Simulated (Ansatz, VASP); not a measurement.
KBr: VASP beside Ansatz

```
CELL_PARAMETERS angstrom
0.00000 3.29250 3.29250
3.29250 0.00000 3.29250
3.29250 3.29250 0.00000
ATOMIC_POSITIONS crystal
K 0.00000 0.00000 0.00000
Br 0.60738 0.50000 0.50000
```

Change from the starting cell: all Br atoms moved -0.500 Å, as atom 2 towards its neighbour atom 2 (Br) at 4.656 Å.

Alike in both runs: task single point; functional PBE; k mesh 6 × 6 × 6; occupations gaussian, width 0.05 eV; no spin polarisation.

|  | VASP | Ansatz |
| --- | --- | --- |
| version | VASP 6.6.1 | Ansatz 0.2.0 |
| potentials or method | VASP PAW PBE potentials, release 64 (K_sv, Br), cutoff 520 eV | scalar-relativistic, plane waves, PAW |
| valence electrons in the cell | 16 | 16 |

Ansatz gave:

| Item | Value |
| --- | --- |
| gap on the k mesh at the Fermi level (eV) | 4.51 |
| least direct gap on the mesh (eV) | 4.51 |
| pressure (GPa) | 2.3 |
| traceless stress, the component that is largest in VASP (GPa) | -1.78 |
| rms of the force components (eV/Å) | 0.426 |

**Question.** Which values does VASP return?

**Answer.** gap on the k mesh at the Fermi level (eV): 4.51; least direct gap on the mesh (eV): 4.51; pressure (GPa): 2.3; traceless stress, the component that is largest in VASP (GPa): -1.81; rms of the force components (eV/Å): 0.432.

Atom by atom the forces differ by 0.007 eV/Å (rms over components).
